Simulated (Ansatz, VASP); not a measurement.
## Pb in VASP and in Ansatz

```
Pb
1.0
     0.00000    2.45841    2.45841
     2.45841    0.00000    2.45841
     2.45841    2.45841    0.00000
Pb
1
Direct
  0.00000 0.00000 0.00000
```

Alike in both runs: task single point; functional PBE exchange alone; k mesh 9 × 9 × 9; occupations fermi-dirac, width 0.05 eV; no spin polarisation.

|  | VASP | Ansatz |
| --- | --- | --- |
| version | VASP 6.6.1 | Ansatz 0.2.0 |
| potentials or method | VASP PAW PBE potentials, release 64 (Pb_d) | Ansatz PAW |
| plane-wave cutoff (eV) | 520 | 420 |
| valence electrons in the cell | 14 | 14 |

|  | VASP | Ansatz | Ansatz less VASP |
| --- | --- | --- | --- |
| gap on the k mesh at the Fermi level (eV) | none | none | - |
| pressure (GPa) | 12.9 | 13.0 | +0.06 |

VASP's potentials were made for PBE, not for PBE exchange alone. A gap of «none» marks a metal or a gap that the smearing closes.

Spin-orbit coupling is off throughout.
